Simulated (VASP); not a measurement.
# CsW2 (P4_2/mnm) in VASP: single point with PBE

Aim: the single point of CsW2 with PBE.

All numbers are computed with VASP 6.6.1; they aren't measurements. Logs are shortened: lines on timing, memory, paths and dates and some standing lists are left out, and cuts for length are marked.

### 1 The cell of the first run

The structure is tetragonal, space group P4_2/mnm (No. 136). The conventional cell has a = 6.488 Å, b = 6.488 Å, c = 7.482 Å, α = 90.00°, β = 90.00°, γ = 90.00°. Cs (site symmetry mmm) has 10 W at 3.56 to 4.70 Å within 4.8 Å. W (site symmetry m2m) has 1 W at 2.05 Å within 2.7 Å.

### 2 Single point, PBE

INCAR reads:

```
SYSTEM = CsW2
PREC = Accurate
ENCUT = 520
EDIFF = 1E-7
ISMEAR = 0
SIGMA = 0.1
LREAL = .FALSE.
LASPH = .TRUE.
NELM = 60
ALGO = Fast
ISIF = 2
LWAVE = .FALSE.
LCHARG = .FALSE.
GGA = PE
NBANDS = 46
```

KPOINTS reads:

```
Automatic mesh
0
G
  6 6 6
  0 0 0
```

POSCAR reads:

```
CsW2
1.0
    6.4883638396      0.0000000000      0.0000000000
    0.0000000000      6.4883638396      0.0000000000
    0.0000000000      0.0000000000      7.4816188510
Cs W
2 4
Direct
    0.0000000000      0.0000000000      0.0000000000
    0.5000000000      0.5000000000      0.5000000000
    0.3881348822      0.3881348822      0.0000000000
    0.1118651178      0.8881348822      0.5000000000
    0.6118651178      0.6118651178      0.0000000000
    0.8881348822      0.1118651178      0.5000000000
```

Potentials or basis: VASP PAW PBE potentials, release 64 (Cs_sv, W_sv).

On the command line:

```bash
cat potpaw_PBE.64/Cs_sv/POTCAR potpaw_PBE.64/W_sv/POTCAR > POTCAR
mpirun -np 1 vasp_std > vasp.out
```

OUTCAR:

```text
SYSTEM = CsW2
   PREC = Accurate
   ENCUT = 520
   EDIFF = 1E-7
   ISMEAR = 0
   LREAL = .FALSE.
   LASPH = .TRUE.
   NELM = 60
   ISIF = 2
   GGA = PE

 ion  position               nearest neighbor table
   1  0.000  0.000  0.000-
   2  0.500  0.500  0.500-
   3  0.388  0.388  0.000-   5 2.05
   4  0.112  0.888  0.500-   6 2.05
   5  0.612  0.612  0.000-   3 2.05
   6  0.888  0.112  0.500-   4 2.05

  LATTYP: Found a simple tetragonal cell.
 ALAT       =     6.4883638396
 C/A-ratio  =     1.1530825083

  Lattice vectors:

 A1 = (   6.4883638396,   0.0000000000,   0.0000000000)
 A2 = (   0.0000000000,   6.4883638396,   0.0000000000)
 A3 = (   0.0000000000,   0.0000000000,   7.4816188510)

Analysis of symmetry for initial positions (statically):
=====================================================================
 Subroutine PRICEL returns:
 Original cell was already a primitive cell.

 Routine SETGRP: Setting up the symmetry group for a
 simple tetragonal supercell.

 Subroutine GETGRP returns: Found 16 space group operations
 (whereof  8 operations were pure point group operations)
 out of a pool of 16 trial point group operations.

The static configuration has the point symmetry D_2h.
 The point group associated with its full space group is D_4h.

Analysis of symmetry for dynamics (positions and initial velocities):
=====================================================================
 Subroutine PRICEL returns:
 Original cell was already a primitive cell.

 Routine SETGRP: Setting up the symmetry group for a
 simple tetragonal supercell.

 Subroutine GETGRP returns: Found 16 space group operations
 (whereof  8 operations were pure point group operations)
 out of a pool of 16 trial point group operations.

The dynamic configuration has the point symmetry D_2h.
 The point group associated with its full space group is D_4h.

 Subroutine INISYM returns: Found 16 space group operations
 (whereof  8 operations are pure point group operations),
 and found     1 'primitive' translations

----------------------------------------------------------------------------------------

                                     Primitive cell

  volume of cell :     314.9677

  direct lattice vectors                    reciprocal lattice vectors
     6.488363840  0.000000000  0.000000000     0.154122060  0.000000000  0.000000000
     0.000000000  6.488363840  0.000000000     0.000000000  0.154122060  0.000000000
     0.000000000  0.000000000  7.481618851     0.000000000  0.000000000  0.133660912

  length of vectors
     6.488363840  6.488363840  7.481618851     0.154122060  0.154122060  0.133660912

  position of ions in fractional coordinates (direct lattice)
     0.000000000  0.000000000  0.000000000
     0.500000000  0.500000000  0.500000000
     0.388134882  0.388134882  0.000000000
     0.111865118  0.888134882  0.500000000
     0.611865118  0.611865118  0.000000000
     0.888134882  0.111865118  0.500000000

  ion indices of the primitive-cell ions
   primitive index   ion index
                 1           1
                 2           2
                 3           3
                 4           4
                 5           5
                 6           6

----------------------------------------------------------------------------------------

 KPOINTS: Automatic mesh

Automatic generation of k-mesh.
 Grid dimensions read from file:
 generate k-points for:    6    6    6

 Generating k-lattice:

  Cartesian coordinates                     Fractional coordinates (reciprocal lattice)
     0.025687010  0.000000000  0.000000000     0.166666667  0.000000000  0.000000000
     0.000000000  0.025687010  0.000000000     0.000000000  0.166666667  0.000000000
     0.000000000  0.000000000  0.022276819     0.000000000  0.000000000  0.166666667

  Length of vectors
     0.025687010  0.025687010  0.022276819

  Shift w.r.t. Gamma in fractional coordinates (k-lattice)
     0.000000000  0.000000000  0.000000000

 Subroutine IBZKPT returns following result:
 ===========================================

 Found     40 irreducible k-points:

 Following reciprocal coordinates:
            Coordinates               Weight
  0.000000  0.000000  0.000000      1.000000
  0.166667  0.000000  0.000000      4.000000
  0.333333  0.000000  0.000000      4.000000
  0.500000  0.000000  0.000000      2.000000
  0.166667  0.166667  0.000000      4.000000
  0.333333  0.166667  0.000000      8.000000
[... 16 lines left out ...]
  0.333333  0.000000  0.333333      8.000000
  0.500000  0.000000  0.333333      4.000000
 [... further k-points ...]
   k-points           NKPTS =     40   k-points in BZ     NKDIM =     40   number of bands    NBANDS=     46
   number of dos      NEDOS =    301   number of ions     NIONS =      6
   total plane-waves  NPLWV = 129024
   dimension x,y,z NGX =    48 NGY =   48 NGZ =   56
   dimension x,y,z NGXF=    96 NGYF=   96 NGZF=  112
   ions per type =               2   4
   NGX,Y,Z   is equivalent  to a cutoff of  12.30, 12.30, 12.44 a.u.
   NGXF,Y,Z  is equivalent  to a cutoff of  24.60, 24.60, 24.89 a.u.
 SYSTEM =  CsW2
   PREC   = accura    normal or accurate (medium, high low for compatibility)
   ISTART =      0    job   : 0-new  1-cont  2-samecut
   ICHARG =      2    charge: 1-file 2-atom 10-const
   ISPIN  =      1    spin polarized calculation?
   LNONCOLLINEAR =      F non collinear calculations
   LSORBIT =      F    spin-orbit coupling
   LASPH  =      T    aspherical Exc in radial PAW
   ENCUT  =  520.0 eV  38.22 Ry    6.18 a.u.  12.06 12.06 13.91*2*pi/ulx,y,z
   NELM   =     60;   NELMIN=  2; NELMDL= -5     # of ELM steps
   EDIFF  = 0.1E-06   stopping-criterion for ELM
   LREAL  =      F    real-space projection
   EDIFFG = 0.1E-05   stopping-criterion for IOM
   NSW    =      0    number of steps for IOM
   IBRION =     -1    ionic relax: 0-MD 1-quasi-New 2-CG
   NFREE  =      0    steps in history (QN), initial steepest desc. (CG)
   ISIF   =      2    stress and relaxation
   ISYM   =      2    0-nonsym 1-usesym 2-fastsym
   POTIM  = 0.5000    time-step for ionic-motion
   TEBEG  =    0.0;   TEEND  =   0.0 temperature during run
   PSTRESS=    0.0 pullay stress
   NELECT =      74.0000    total number of electrons
   NUPDOWN=      -1.0000    fix difference up-down
   EMIN   =  10.00;   EMAX   =-10.00  energy-range for DOS
   EFERMI =   0.00;   METHOD = LEGACY
   ISMEAR =     0;   SIGMA  =   0.10  broadening in eV -4-tet -1-fermi 0-gaus
   EFERMI_NEDOS =   21; number of points for ismear=-14 and -15
   IALGO  =     68    algorithm
   IMIX   =      4    mixing-type and parameters
     AMIX     =   0.40;   BMIX     =  1.00
     AMIX_MAG =   1.60;   BMIX_MAG =  1.00
  volume/ion in A,a.u.               =      52.49       354.25
  Fermi-wavevector in a.u.,A,eV,Ry     =   1.010175  1.908955 13.884122  1.020454
  Thomas-Fermi vector in A             =   2.143149
   LORBIT       =      0    0 simple, 1 ext, 2 COOP (PROOUT), +10 PAW based schemes
   GGA     = PE    functional components
   LHFCALC =     F    Hartree Fock is set to
   AEXX    =    0.0000 exact exchange contribution
   IVDW    =     0    specifies the selected vdW correction
   LEPSILON=     F    determine dielectric tensor
   LRPA    =     F    only Hartree local field effects (RPA)
 non-spin polarized calculation
 RMM-DIIS sequential band-by-band and
 Gauss-broadening in eV      SIGMA  =   0.10
  energy-cutoff  :      520.00
  volume of cell :      314.97
 maximum number of plane-waves:      8544
   NGX = 25   NGY = 25   NGZ = 27

 number of electron      74.0000002 magnetization

 Free energy of the ion-electron system (eV)
  ---------------------------------------------------
  ext. energy  EPLUGINS =         0.00000000
  ---------------------------------------------------
  free energy    TOTEN  =       -33.62322884 eV

  energy without entropy =      -33.59377245  energy(sigma->0) =      -33.60850065

 E-fermi :   1.1298     XC(G=0):  -7.3965

 val. band max:        1.1241402682   @ k =   0.3333   0.3333   0.3333
 cond. band min:       1.1422758944   @ k =   0.3333   0.0000   0.3333
 fundamental gap:      0.0181356262
 Fermi energy:         1.1298215944

 k-point     1 :       0.0000    0.0000    0.0000
  band No.  band energies     occupation
      1     -72.4966      2.00000
      2     -72.4966      2.00000
      3     -71.8463      2.00000
      4     -71.8463      2.00000
      5     -38.4958      2.00000
      6     -38.4957      2.00000
[... 38 lines left out ...]
     45       2.8533      0.00000
     46       3.1021      0.00000

 k-point     2 :       0.1667    0.0000    0.0000
  band No.  band energies     occupation
      1     -72.4966      2.00000
      2     -72.4966      2.00000
      3     -71.8463      2.00000
      4     -71.8463      2.00000
      5     -38.4958      2.00000
      6     -38.4957      2.00000
[... 38 lines left out ...]
     45       3.0794      0.00000
     46       3.2515      0.00000

 k-point     3 :       0.3333    0.0000    0.0000
  band No.  band energies     occupation
      1     -72.4966      2.00000
      2     -72.4966      2.00000
      3     -71.8464      2.00000
      4     -71.8464      2.00000
      5     -38.4958      2.00000
      6     -38.4957      2.00000
[... 38 lines left out ...]
     45       3.0069      0.00000
     46       3.3367      0.00000

 k-point     4 :       0.5000    0.0000    0.0000
  band No.  band energies     occupation
      1     -72.4966      2.00000
      2     -72.4966      2.00000
      3     -71.8463      2.00000
      4     -71.8463      2.00000
      5     -38.4957      2.00000
      6     -38.4957      2.00000
[... 920 lines left out ...]
     45       2.8927      0.00000
     46       3.0608      0.00000

 k-point    23 :       0.3333    0.0000    0.3333
  band No.  band energies     occupation
      1     -72.4966      2.00000
      2     -72.4966      2.00000
      3     -71.8464      2.00000
      4     -71.8463      2.00000
      5     -38.4958      2.00000
      6     -38.4957      2.00000
[... 38 lines left out ...]
     45       2.9331      0.00000
     46       3.3263      0.00000

 k-point    24 :       0.5000    0.0000    0.3333
  band No.  band energies     occupation
      1     -72.4966      2.00000
      2     -72.4966      2.00000
      3     -71.8464      2.00000
      4     -71.8464      2.00000
      5     -38.4957      2.00000
      6     -38.4957      2.00000
[... 38 lines left out ...]
     45       3.1555      0.00000
     46       3.4720      0.00000

 [... further k-points ...]

------------------------ aborting loop because EDIFF is reached ----------------------------------------

  FORCE on cell =-STRESS in cart. coord.  units (eV):
  Direction    XX          YY          ZZ          XY          YZ          ZX
  --------------------------------------------------------------------------------------
  -------------------------------------------------------------------------------------
  Total        2.2523643      2.2523643      0.0745677     -0.0000000      0.0000000      0.0000000
  in kB       11.4573252     11.4573252      0.3793109     -0.0000000      0.0000000      0.0000000
  external PRESSURE =       7.7646538 kB  Pullay stress =       0.0000000 kB

 VOLUME and BASIS-vectors are now :
 -----------------------------------------------------------------------------
  energy-cutoff  :      520.00
  volume of cell :      314.97
      direct lattice vectors                 reciprocal lattice vectors
     6.488363840  0.000000000  0.000000000     0.154122060  0.000000000  0.000000000
     0.000000000  6.488363840  0.000000000     0.000000000  0.154122060  0.000000000
     0.000000000  0.000000000  7.481618851     0.000000000  0.000000000  0.133660912

 POSITION                                       TOTAL-FORCE (eV/Angst)
 -----------------------------------------------------------------------------------
      0.00000      0.00000      0.00000         0.000000      0.000000      0.000000
      3.24418      3.24418      3.74081         0.000000      0.000000      0.000000
      2.51836      2.51836      0.00000        -0.796727     -0.796727     -0.000000
      0.72582      5.76254      3.74081         0.796727     -0.796727     -0.000000
      3.97000      3.97000      0.00000         0.796727      0.796727      0.000000
      5.76254      0.72582      3.74081        -0.796727      0.796727      0.000000
 -----------------------------------------------------------------------------------
    total drift:                                0.000000      0.000000      0.000000

  FREE ENERGIE OF THE ION-ELECTRON SYSTEM (eV)
  ---------------------------------------------------
  free  energy   TOTEN  =       -33.6232288447 eV

  energy  without entropy=      -33.5937724456  energy(sigma->0) =      -33.60850065
```

Wall time 8.5 min (1 thread of Intel Xeon Platinum 8488C (Sapphire Rapids), shared host); peak memory 0.64 GiB.

Results:

```
Free energy            : -33.6232 eV
Pressure               : 0.8 GPa
Largest force          : 1.127 eV/Å
Band gap on the k mesh : zero (bands 37 and 38 overlap by 0.89 eV)
```

Forces in eV/Å, atoms in the order of the input:
```
Cs   0.000  0.000  0.000
Cs   0.000  0.000  0.000
W   -0.797 -0.797  0.000
W    0.797 -0.797  0.000
W    0.797  0.797  0.000
W   -0.797  0.797  0.000
```

Caveat: atoms lie so close that the PAW spheres overlap strongly, which falsifies energies and pressures; spin-orbit coupling is left out, which moves the levels of the heavy elements; forces of over 1 eV/Å act on the atoms, so gaps and moduli don't describe the material at rest.
